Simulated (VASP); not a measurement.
# Nb2B3C (P-4m2) in VASP: a series of runs

The runs below take Nb2B3C through single point, relaxation of cell and atoms, with PBE.

Program: VASP 6.6.1. These are calculated values, not measurements. Logs are shortened: lines on timing, memory, paths and dates and some standing lists are left out, and cuts for length are marked.

## (1) The cell of the first run

It takes space group P-4m2 (No. 115, tetragonal). Conventional cell: a = 3.019 Å, b = 3.019 Å, c = 6.707 Å, α = 90.00°, β = 90.00°, γ = 90.00°. Within 3.1 Å of Nb (site symmetry 2mm) lie 7 B at 2.29 to 2.39 Å and 2 C at 2.31 Å and 4 Nb at 3.02 Å. B (site symmetry 2mm) has 5 Nb at 2.29 to 2.39 Å and 10 B at 2.65 to 3.02 Å and 2 C at 2.98 Å within 3.1 Å. Within 2.8 Å of B (site symmetry -4m2) lie 4 C at 2.13 Å and 4 Nb at 2.31 Å. Within 2.8 Å of C (site symmetry -4m2) lie 4 B at 2.13 Å and 4 Nb at 2.31 Å.

The cell was built from a structure type or drawn by symmetry, and may not be a known phase.

## (2) Single point, PBE

INCAR reads:

```
ALGO     = Normal         # electronic algorithm
EDIFF    = 1E-7           # SCF threshold, eV
ENCUT    = 520            # plane-wave cutoff, eV
GGA      = PE             # functional
ISIF     = 2              # what is computed and relaxed
ISMEAR   = 0              # smearing method
LASPH    = T              # aspherical terms in the spheres
LCHARG   = F              # write CHGCAR
LREAL    = F              # projectors in reciprocal space
LWAVE    = F              # write WAVECAR
NBANDS   = 28             # bands
NELM     = 100            # most SCF steps
PREC     = Accurate       # precision mode
SIGMA    = 0.1            # smearing width, eV
```

KPOINTS reads:

```
k-points
0
Gamma
  6 6 4
```

POSCAR reads:

```
Nb2B3C
1.0
    3.0193424500      0.0000000000      0.0000000000
    0.0000000000      3.0193424500      0.0000000000
    0.0000000000      0.0000000000      6.7071967700
Nb B C
2 3 1
Direct
    0.5000000000      0.0000000000      0.7398749000
    0.0000000000      0.5000000000      0.2601251000
    0.5000000000      0.0000000000      0.3835413500
    0.0000000000      0.5000000000      0.6164586500
    0.0000000000      0.0000000000      0.0000000000
    0.5000000000      0.5000000000      0.0000000000
```

Potentials or basis: VASP PAW PBE potentials, release 64 (Nb_sv, B, C).

Run with:

```bash
cat potpaw_PBE.64/Nb_sv/POTCAR potpaw_PBE.64/B/POTCAR potpaw_PBE.64/C/POTCAR > POTCAR
mpirun -np 1 vasp_std > vasp.out
```

OUTCAR:

```text
EDIFF = 1E-7
   ENCUT = 520
   GGA = PE
   ISIF = 2
   ISMEAR = 0
   LASPH = T
   LREAL = F
   NELM = 100
   PREC = Accurate

 ion  position               nearest neighbor table
   1  0.500  0.000  0.740-   4 2.29   4 2.29   4 2.29   4 2.29   6 2.31   6 2.31   5 2.31   5 2.31
                             3 2.39
   2  0.000  0.500  0.260-   3 2.29   3 2.29   3 2.29   3 2.29   5 2.31   6 2.31   6 2.31   5 2.31
                             4 2.39
   3  0.500  0.000  0.384-   2 2.29   2 2.29   2 2.29   2 2.29   1 2.39
   4  0.000  0.500  0.616-   1 2.29   1 2.29   1 2.29   1 2.29   2 2.39
   5  0.000  0.000  0.000-   1 2.31   2 2.31   2 2.31   1 2.31
   6  0.500  0.500  0.000-   1 2.31   2 2.31   1 2.31   2 2.31

  LATTYP: Found a simple tetragonal cell.
 ALAT       =     3.0193424500
 C/A-ratio  =     2.2214097543

  Lattice vectors:

 A1 = (   3.0193424500,   0.0000000000,   0.0000000000)
 A2 = (   0.0000000000,   3.0193424500,   0.0000000000)
 A3 = (   0.0000000000,   0.0000000000,   6.7071967700)

Analysis of symmetry for initial positions (statically):
=====================================================================
 Subroutine PRICEL returns:
 Original cell was already a primitive cell.

 Routine SETGRP: Setting up the symmetry group for a
 simple tetragonal supercell.

 Subroutine GETGRP returns: Found  8 space group operations
 (whereof  8 operations were pure point group operations)
 out of a pool of 16 trial point group operations.

The static configuration has the point symmetry D_2d.

Analysis of symmetry for dynamics (positions and initial velocities):
=====================================================================
 Subroutine PRICEL returns:
 Original cell was already a primitive cell.

 Routine SETGRP: Setting up the symmetry group for a
 simple tetragonal supercell.

 Subroutine GETGRP returns: Found  8 space group operations
 (whereof  8 operations were pure point group operations)
 out of a pool of 16 trial point group operations.

The dynamic configuration has the point symmetry D_2d.

 Subroutine INISYM returns: Found  8 space group operations
 (whereof  8 operations are pure point group operations),
 and found     1 'primitive' translations

----------------------------------------------------------------------------------------

                                     Primitive cell

  volume of cell :      61.1457

  direct lattice vectors                    reciprocal lattice vectors
     3.019342450  0.000000000  0.000000000     0.331197940  0.000000000  0.000000000
     0.000000000  3.019342450  0.000000000     0.000000000  0.331197940  0.000000000
     0.000000000  0.000000000  6.707196770     0.000000000  0.000000000  0.149093583

  length of vectors
     3.019342450  3.019342450  6.707196770     0.331197940  0.331197940  0.149093583

  position of ions in fractional coordinates (direct lattice)
     0.500000000  0.000000000  0.739874900
     0.000000000  0.500000000  0.260125100
     0.500000000  0.000000000  0.383541350
     0.000000000  0.500000000  0.616458650
     0.000000000  0.000000000  0.000000000
     0.500000000  0.500000000  0.000000000

  ion indices of the primitive-cell ions
   primitive index   ion index
                 1           1
                 2           2
                 3           3
                 4           4
                 5           5
                 6           6

----------------------------------------------------------------------------------------

 KPOINTS: k-points

Automatic generation of k-mesh.
 Grid dimensions read from file:
 generate k-points for:    6    6    4

 Generating k-lattice:

  Cartesian coordinates                     Fractional coordinates (reciprocal lattice)
     0.055199657  0.000000000  0.000000000     0.166666667  0.000000000  0.000000000
     0.000000000  0.055199657  0.000000000     0.000000000  0.166666667  0.000000000
     0.000000000  0.000000000  0.037273396     0.000000000  0.000000000  0.250000000

  Length of vectors
     0.055199657  0.055199657  0.037273396

  Shift w.r.t. Gamma in fractional coordinates (k-lattice)
     0.000000000  0.000000000  0.000000000

 Subroutine IBZKPT returns following result:
 ===========================================

 Found     30 irreducible k-points:

 Following reciprocal coordinates:
            Coordinates               Weight
  0.000000  0.000000  0.000000      1.000000
  0.166667  0.000000  0.000000      4.000000
  0.333333  0.000000  0.000000      4.000000
  0.500000  0.000000  0.000000      2.000000
  0.166667  0.166667  0.000000      4.000000
  0.333333  0.166667  0.000000      8.000000
[... 16 lines left out ...]
  0.333333  0.000000  0.500000      4.000000
  0.500000  0.000000  0.500000      2.000000
 [... further k-points ...]
   k-points           NKPTS =     30   k-points in BZ     NKDIM =     30   number of bands    NBANDS=     28
   number of dos      NEDOS =    301   number of ions     NIONS =      6
   total plane-waves  NPLWV =  28800
   dimension x,y,z NGX =    24 NGY =   24 NGZ =   50
   dimension x,y,z NGXF=    48 NGYF=   48 NGZF=  100
   ions per type =               2   3   1
   NGX,Y,Z   is equivalent  to a cutoff of  13.21, 13.21, 12.39 a.u.
   NGXF,Y,Z  is equivalent  to a cutoff of  26.43, 26.43, 24.79 a.u.
 SYSTEM =  unknown system
   PREC   = accura    normal or accurate (medium, high low for compatibility)
   ISTART =      0    job   : 0-new  1-cont  2-samecut
   ICHARG =      2    charge: 1-file 2-atom 10-const
   ISPIN  =      1    spin polarized calculation?
   LNONCOLLINEAR =      F non collinear calculations
   LSORBIT =      F    spin-orbit coupling
   LASPH  =      T    aspherical Exc in radial PAW
   ENCUT  =  520.0 eV  38.22 Ry    6.18 a.u.   5.61  5.61 12.47*2*pi/ulx,y,z
   NELM   =    100;   NELMIN=  2; NELMDL= -5     # of ELM steps
   EDIFF  = 0.1E-06   stopping-criterion for ELM
   LREAL  =      F    real-space projection
   EDIFFG = 0.1E-05   stopping-criterion for IOM
   NSW    =      0    number of steps for IOM
   IBRION =     -1    ionic relax: 0-MD 1-quasi-New 2-CG
   NFREE  =      0    steps in history (QN), initial steepest desc. (CG)
   ISIF   =      2    stress and relaxation
   ISYM   =      2    0-nonsym 1-usesym 2-fastsym
   POTIM  = 0.5000    time-step for ionic-motion
   TEBEG  =    0.0;   TEEND  =   0.0 temperature during run
   PSTRESS=    0.0 pullay stress
   NELECT =      39.0000    total number of electrons
   NUPDOWN=      -1.0000    fix difference up-down
   EMIN   =  10.00;   EMAX   =-10.00  energy-range for DOS
   EFERMI =   0.00;   METHOD = LEGACY
   ISMEAR =     0;   SIGMA  =   0.10  broadening in eV -4-tet -1-fermi 0-gaus
   EFERMI_NEDOS =   21; number of points for ismear=-14 and -15
   IALGO  =     38    algorithm
   IMIX   =      4    mixing-type and parameters
     AMIX     =   0.40;   BMIX     =  1.00
     AMIX_MAG =   1.60;   BMIX_MAG =  1.00
  volume/ion in A,a.u.               =      10.19        68.77
  Fermi-wavevector in a.u.,A,eV,Ry     =   1.409206  2.663013 27.019281  1.985861
  Thomas-Fermi vector in A             =   2.531285
   LORBIT       =      0    0 simple, 1 ext, 2 COOP (PROOUT), +10 PAW based schemes
   GGA     = PE    functional components
   LHFCALC =     F    Hartree Fock is set to
   AEXX    =    0.0000 exact exchange contribution
   IVDW    =     0    specifies the selected vdW correction
   LEPSILON=     F    determine dielectric tensor
   LRPA    =     F    only Hartree local field effects (RPA)
 non-spin polarized calculation
 Gauss-broadening in eV      SIGMA  =   0.10
  energy-cutoff  :      520.00
  volume of cell :       61.15
 maximum number of plane-waves:      1668
 NGX is ok and might be reduce to    24
   NGX = 11   NGY = 11   NGZ = 25

 number of electron      39.0000001 magnetization

 Free energy of the ion-electron system (eV)
  ---------------------------------------------------
  ext. energy  EPLUGINS =         0.00000000
  ---------------------------------------------------
  free energy    TOTEN  =       -45.91492223 eV

  energy without entropy =      -45.88437958  energy(sigma->0) =      -45.89965091

 E-fermi :   9.4061     XC(G=0): -12.6260

 val. band max:        9.3929821764   @ k =   0.3333   0.1667   0.5000
 cond. band min:       9.4107936077   @ k =   0.3333   0.3333   0.0000
 fundamental gap:      0.0178114313
 Fermi energy:         9.4060559920

 k-point     1 :       0.0000    0.0000    0.0000
  band No.  band energies     occupation
      1     -44.4026      2.00000
      2     -44.3942      2.00000
      3     -20.8227      2.00000
      4     -20.6444      2.00000
      5     -20.2383      2.00000
      6     -20.2383      2.00000
[... 20 lines left out ...]
     27      15.1568      0.00000
     28      15.1568      0.00000

 k-point     2 :       0.1667    0.0000    0.0000
  band No.  band energies     occupation
      1     -44.3865      2.00000
      2     -44.3793      2.00000
      3     -20.7881      2.00000
      4     -20.6334      2.00000
      5     -20.4108      2.00000
      6     -20.3923      2.00000
[... 20 lines left out ...]
     27      14.7266      0.00000
     28      16.3340      0.00000

 k-point     3 :       0.3333    0.0000    0.0000
  band No.  band energies     occupation
      1     -44.3538      2.00000
      2     -44.3496      2.00000
      3     -20.7429      2.00000
      4     -20.7334      2.00000
      5     -20.7082      2.00000
      6     -20.6189      2.00000
[... 20 lines left out ...]
     27      15.3261      0.00000
     28      15.7363      0.00000

 k-point     4 :       0.5000    0.0000    0.0000
  band No.  band energies     occupation
      1     -44.3360      2.00000
      2     -44.3359      2.00000
      3     -20.9009      2.00000
      4     -20.8973      2.00000
      5     -20.6439      2.00000
      6     -20.6381      2.00000
[... 20 lines left out ...]
     27      15.4346      0.00000
     28      15.7349      0.00000

 k-point     5 :       0.1667    0.1667    0.0000
  band No.  band energies     occupation
      1     -44.3706      2.00000
      2     -44.3643      2.00000
      3     -20.7553      2.00000
      4     -20.6209      2.00000
      5     -20.3922      2.00000
      6     -20.3891      2.00000
[... 20 lines left out ...]
     27      15.3284      0.00000
     28      15.6768      0.00000

 k-point     6 :       0.3333    0.1667    0.0000
  band No.  band energies     occupation
      1     -44.3383      2.00000
      2     -44.3346      2.00000
      3     -20.7183      2.00000
      4     -20.7105      2.00000
      5     -20.6802      2.00000
      6     -20.6026      2.00000
[... 463 lines left out ...]
      5     -20.2299      2.00000
      6     -20.2299      2.00000
[... 20 lines left out ...]
     27      14.7435      0.00000
     28      14.7516      0.00000

 k-point    22 :       0.1667    0.0000    0.5000
  band No.  band energies     occupation
      1     -44.3842      2.00000
      2     -44.3816      2.00000
      3     -20.7227      2.00000
      4     -20.7034      2.00000
      5     -20.4021      2.00000
      6     -20.3976      2.00000
[... 20 lines left out ...]
     27      14.4491      0.00000
     28      15.3971      0.00000

 k-point    23 :       0.3333    0.0000    0.5000
  band No.  band energies     occupation
      1     -44.3524      2.00000
      2     -44.3509      2.00000
      3     -20.7572      2.00000
      4     -20.7502      2.00000
      5     -20.6538      2.00000
      6     -20.6419      2.00000
[... 20 lines left out ...]
     27      15.0609      0.00000
     28      15.2752      0.00000

 k-point    24 :       0.5000    0.0000    0.5000
  band No.  band energies     occupation
      1     -44.3360      2.00000
      2     -44.3359      2.00000
      3     -20.9085      2.00000
      4     -20.9032      2.00000
      5     -20.6357      2.00000
      6     -20.6317      2.00000
[... 20 lines left out ...]
     27      15.2697      0.00000
     28      15.3759      0.00000

 [... further k-points ...]

------------------------ aborting loop because EDIFF is reached ----------------------------------------

  FORCE on cell =-STRESS in cart. coord.  units (eV):
  Direction    XX          YY          ZZ          XY          YZ          ZX
  --------------------------------------------------------------------------------------
  -------------------------------------------------------------------------------------
  Total        2.8011771      2.8011771      3.0582109      0.0000000      0.0000000      0.0000000
  in kB       73.3981913     73.3981913     80.1331502      0.0000000      0.0000000      0.0000000
  external PRESSURE =      75.6431776 kB  Pullay stress =       0.0000000 kB

 VOLUME and BASIS-vectors are now :
 -----------------------------------------------------------------------------
  energy-cutoff  :      520.00
  volume of cell :       61.15
      direct lattice vectors                 reciprocal lattice vectors
     3.019342450  0.000000000  0.000000000     0.331197940  0.000000000  0.000000000
     0.000000000  3.019342450  0.000000000     0.000000000  0.331197940  0.000000000
     0.000000000  0.000000000  6.707196770     0.000000000  0.000000000  0.149093583

 POSITION                                       TOTAL-FORCE (eV/Angst)
 -----------------------------------------------------------------------------------
      1.50967      0.00000      4.96249         0.000000      0.000000     -1.581806
      0.00000      1.50967      1.74471        -0.000000      0.000000      1.581806
      1.50967      0.00000      2.57249         0.000000      0.000000     -0.310628
      0.00000      1.50967      4.13471         0.000000      0.000000      0.310628
      0.00000      0.00000      0.00000        -0.000000      0.000000     -0.000000
      1.50967      1.50967      0.00000         0.000000     -0.000000     -0.000000
 -----------------------------------------------------------------------------------
    total drift:                                0.000000     -0.000000      0.000000

  FREE ENERGIE OF THE ION-ELECTRON SYSTEM (eV)
  ---------------------------------------------------
  free  energy   TOTEN  =       -45.9149222336 eV

  energy  without entropy=      -45.8843795818  energy(sigma->0) =      -45.89965091
```

Wall time 23 s (1 thread of AMD EPYC 9R45 (Zen 5), shared host); peak memory 0.17 GiB.

What came out:

```yaml
Free_energy: -45.9149 eV
Pressure: 7.6 GPa
Largest_force: 1.582 eV/Å
Band_gap_on_the_k_mesh: zero (an odd number of electrons rules out a gap without spin polarisation)
```

Forces on the atoms (eV/Å):
```
Nb   0.000  0.000 -1.582
Nb   0.000  0.000  1.582
B    0.000  0.000 -0.311
B    0.000  0.000  0.311
B    0.000  0.000  0.000
C    0.000  0.000  0.000
```

Levels at points of the mesh, in eV from the Fermi level:
| k point | band 17 | band 18 | band 19 | band 20 | band 21 | band 22 |
| --- | --- | --- | --- | --- | --- | --- |
| (0.00, 0.00, 0.00) | -1.66 | 0.49 | 0.49 | 1.89 | 1.89 | 2.53 |
| (0.50, 0.00, 0.00) | -1.03 | -1.01 | -0.21 | 0.06 | 0.58 | 0.82 |
| (0.50, 0.50, 0.00) | -2.64 | -1.85 | -1.15 | -1.15 | 0.87 | 1.25 |
| (0.00, 0.00, 0.50) | -1.02 | -0.44 | -0.44 | 2.73 | 3.33 | 3.33 |
| (0.50, 0.00, 0.50) | -1.20 | -1.02 | -0.32 | -0.04 | 0.37 | 1.33 |
| (0.50, 0.50, 0.50) | -1.43 | -0.39 | 0.11 | 0.11 | 0.32 | 0.61 |

Caveat: the cell stands under pressure; forces of over 1 eV/Å act on the atoms, so gaps and moduli don't describe the material at rest.

[end of part 1 of 2]
